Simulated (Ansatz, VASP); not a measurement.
Two plane-wave programs on Li

```
CELL_PARAMETERS angstrom
4.11206 0.00000 0.00000
-2.05603 3.56115 0.00000
0.00000 0.00000 4.11157
ATOMIC_POSITIONS crystal
Li 0.33333 0.66667 0.46833
Li 0.00000 0.00000 0.40433
Li 0.66667 0.33333 0.66931
Li 0.33333 0.66667 0.12785
```

Alike in both runs: task single point; functional PBE; k mesh 6 × 6 × 4; occupations gaussian, width 0.1 eV; no spin polarisation.

|  | VASP | Ansatz |
| --- | --- | --- |
| version | VASP 6.6.1 | Ansatz 0.2.0 |
| potentials or method | VASP PAW PBE potentials, release 64 (Li_sv), cutoff 520 eV | scalar-relativistic, plane waves, PAW |
| valence electrons in the cell | 12 | 12 |

Ansatz gave:

| Property | Result |
| --- | --- |
| gap on the k mesh at the Fermi level (eV) | none |
| rms of the force components (eV/Å) | 1.959 |

**Question.** Estimate VASP's values.

**Answer.** gap on the k mesh at the Fermi level (eV): none; rms of the force components (eV/Å): 1.902.

Atom by atom the forces differ by 0.060 eV/Å (rms over components). A gap of «none» marks a metal or a gap that the smearing closes.

The k mesh is coarse, so the values compare programs but aren't converged. Noted on VASP's run: the cutoff is under 1.25 times that of the potentials, so the pressure is a little rough.
